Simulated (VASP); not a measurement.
A run of VASP 6.6.1 is set up as follows.

Contents of INCAR:

```
SYSTEM = K3TaO3
PREC     = Accurate       ! precision mode
ENCUT    = 600            ! plane-wave cutoff, eV
EDIFF    = 1E-6           ! SCF threshold, eV
ISMEAR   = 0              ! smearing method
SIGMA    = 0.15           ! smearing width, eV
LREAL    = .False.        ! projectors in reciprocal space
LASPH    = .True.         ! aspherical terms in the spheres
NELM     = 100            ! most SCF steps
ALGO     = Normal         ! electronic algorithm
ISIF     = 3              ! what is computed and relaxed
LWAVE    = .False.        ! write WAVECAR
LCHARG   = .False.        ! write CHGCAR
GGA      = PE             ! functional
IBRION   = 2              ! ionic algorithm
NSW      = 36             ! ionic steps
EDIFFG   = -0.08          ! ionic threshold
```

The input KPOINTS:

```
Automatic mesh
0
Gamma
  3 3 2
  0 0 0
```

POSCAR

```
K3TaO3
1.0
    4.1000000000      0.0000000000      0.0000000000
    0.0000000000      4.1000000000      0.0000000000
    0.0000000000      0.0000000000      8.6600000000
K Ta O
3 1 3
Direct
    0.0000000000      0.0000000000      0.5200000000
    0.5000000000      0.5000000000      0.2500000000
    0.5000000000      0.5000000000      0.7600000000
    0.0000000000      0.0000000000      0.0000000000
    0.0000000000      0.0000000000      0.2200000000
    0.0000000000      0.5000000000      0.0000000000
    0.5000000000      0.0000000000      0.0000000000
```

Potentials or basis: VASP PAW PBE potentials, release 64 (K_sv, Ta_pv, O).

Launch:

```bash
$ cat potpaw_PBE.64/K_sv/POTCAR potpaw_PBE.64/Ta_pv/POTCAR potpaw_PBE.64/O/POTCAR > POTCAR
$ mpirun -np 1 vasp_std > vasp.out
```

Problem. What does it give for the space group after relaxing (to 0.1 Å)?

Solution. P4mm (No. 99).

Problem. Estimate the band gap on the k mesh.

Solution. Zero (bands 28 and 29 overlap by 0.68 eV).

Problem. Predict the relaxed cell.

Solution. a = 3.980 Å, b = 3.980 Å, c = 10.906 Å, α = 90.00°, β = 90.00°, γ = 90.00°.

Forces on the atoms (eV/Å):
```
K    0.000  0.000  0.010
K    0.000  0.000  0.021
K    0.000  0.000  0.020
Ta   0.000  0.000 -0.025
O    0.000  0.000  0.072
O    0.000  0.000 -0.049
O    0.000  0.000 -0.049
```

Caveat: the k points lie up to 0.53 Å⁻¹ apart in the final cell, too coarse for converged energies and pressures of a metal; spin-orbit coupling is left out, which moves the levels of the heavy elements; the relaxation stopped at a loose force limit of 0.08 eV/Å, so its end isn't a converged minimum.
